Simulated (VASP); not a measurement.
Runs of VASP 6.6.1 on NaCl. The structure is that of space group I4/mmm (No. 139), or close to it. The cells are those of the table. 

```tsv
cell	gap on the mesh (eV)	pressure (GPa)
a = 3.932, b = 3.932, c = 3.684 Å, angles 62.1, 62.1, 55.9°, 2 atoms	5.38	4.4
a = 3.848, b = 3.848, c = 4.005 Å, angles 58.6, 58.6, 62.7°, 2 atoms	5.18	2.1
a = 3.925, b = 3.925, c = 4.005 Å, angles 59.3, 59.3, 61.3°, 2 atoms	5.03	(a)
a = 3.848, b = 3.848, c = 3.684 Å, angles 61.4, 61.4, 57.2°, 2 atoms	5.55	5.5
a = 3.765, b = 3.765, c = 3.845 Å, angles 59.3, 59.3, 61.4°, 2 atoms	5.55	4.9
a = 4.017, b = 4.017, c = 3.684 Å, angles 62.7, 62.7, 54.6°, 2 atoms	(b)	3.6
```

Alike in all rows: task single point; level PBEsol; potentials or basis VASP PAW PBE potentials, release 64 (Na_pv, Cl); no spin polarisation; k mesh 8 × 8 × 8; cutoff (eV) 520; smearing gaussian 0.05 eV.

Question: Estimate the missing entries.

Answer: (a) 0.4; (b) 5.23.

Caveats: the PAW data sets were made with another functional, which shifts forces and pressure a little.

